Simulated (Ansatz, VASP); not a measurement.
**One calculation of MoOs, two programs**

Contents of INCAR:

```
PREC = Accurate
ENCUT = 500
EDIFF = 1E-6
ISMEAR = 0
SIGMA = 0.15
LREAL = F
LASPH = T
NELM = 120
ALGO = Normal
ISIF = 2
LWAVE = F
LCHARG = F
NBANDS = 22
GGA_COMPAT = F
```

File KPOINTS:

```
regular mesh
0
Gamma
  21 21 12
```

The input POSCAR:

```
MoOs
1.0
    2.9965554740      0.0000000000      0.0000000000
   -1.4982777370      2.5950931644      0.0000000000
    0.0000000000      0.0000000000      3.8840622568
Mo Os
1 1
Direct
    0.6666666667      0.3333333333      0.5000000000
    0.3333333333      0.6666666667      0.0000000000
```

Input for Ansatz:

```yaml
crystal:
  lattice:
    - [2.996555474, 0.0, 0.0]
    - [-1.498277737, 2.5950931644, 0.0]
    - [0.0, 0.0, 3.8840622568]
  atoms:
    - { symbol: Mo, position: [0.6666666667, 0.3333333333, 0.5] }
    - { symbol: Os, position: [0.3333333333, 0.6666666667, 0.0] }
basis:
  ecutwfc: 420
kpoints:
  mp_grid: { grid: [21, 21, 12] }
hamiltonian:
  xc: lda
scf:
  occupations: { method: gaussian, width: 0.15 }
output:
  forces: true
  stress: true
  eigenvalues: true
```

Alike in both runs: task single point; functional LDA; k mesh 21 × 21 × 12; occupations gaussian, width 0.15 eV; no spin polarisation.

|  | VASP | Ansatz |
| --- | --- | --- |
| version | VASP 6.6.1 | Ansatz 0.2.0 |
| potentials or method | VASP PAW LDA potentials, release 64 (Mo_sv, Os_sv_GW), cutoff 500 eV | scalar-relativistic, plane waves, PAW |
| valence electrons in the cell | 30 | 30 |

```csv
,VASP,Ansatz,Ansatz less VASP
gap on the k mesh at the Fermi level (eV),none,none,-
pressure (GPa),-3.5,-3.7,-0.14
"traceless stress, the component that is largest in VASP (GPa)",27.48,27.28,-0.207
```

LDA's correlation is that of Perdew and Zunger in VASP and of Perdew and Wang (1992) in Ansatz. A gap of «none» marks a metal or a gap that the smearing closes.

Spin-orbit coupling is off throughout.
